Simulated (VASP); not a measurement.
Write the native input for VASP 6.6.1 that does the following.

- Task: single point
- Functional: revPBE
- Dispersion: D3(BJ)
- Potentials or basis: VASP PAW PBE potentials, release 64 (Mg, O)
- Cutoff: 520 eV
- k mesh: 10 × 10 × 10
- Occupations: gaussian, width 0.05 eV
- Spin: no spin polarisation
- Dipole correction: no
- Further INCAR settings: ALGO = Normal; EDIFF = 1e-06; NBANDS = 11

The structure of MgO lies in POSCAR:

```
MgO
1.0
    0.0000000000      2.1123566375      2.1123566375
    2.1123566375      0.0000000000      2.1123566375
    2.1123566375      2.1123566375      0.0000000000
Mg O
1 1
Direct
    0.0000000000      0.0000000000      0.0000000000
    0.5000000000      0.5000000000      0.5000000000
```

This cell differs from its parent crystal: volume scaled by 1.02.

The input as run:

INCAR

```
SYSTEM = MgO
ALGO = Normal ; EDIFF = 1E-6
ENCUT = 520 ; GGA = RE
ISIF = 2 ; ISMEAR = 0
IVDW = 12 ; LASPH = .True.
LCHARG = .False. ; LREAL = .False.
LWAVE = .False. ; NBANDS = 11
NELM = 100 ; PREC = Accurate
SIGMA = 0.05
```

KPOINTS

```
k-points
0
Gamma
  10 10 10
  0 0 0
```

Potentials or basis: VASP PAW PBE potentials, release 64 (Mg, O).

The run is started by

```console
$ cat potpaw_PBE.64/Mg/POTCAR potpaw_PBE.64/O/POTCAR > POTCAR
$ mpirun -np 1 vasp_std > vasp.out
```

Results of the run:

```json
{
 "Pressure": "-3.9 GPa",
 "Band gap on the k mesh": "4.72 eV, direct",
 "Dispersion energy per atom": "-0.567 eV"
}
```

Caveat: the PAW data sets were made with another functional, which shifts forces and pressure a little.

Wall time 6.5 s on 1 thread of Intel(R) Xeon(R) Platinum 8488C (Sapphire Rapids) (shared host), peak memory 0.15 GiB.
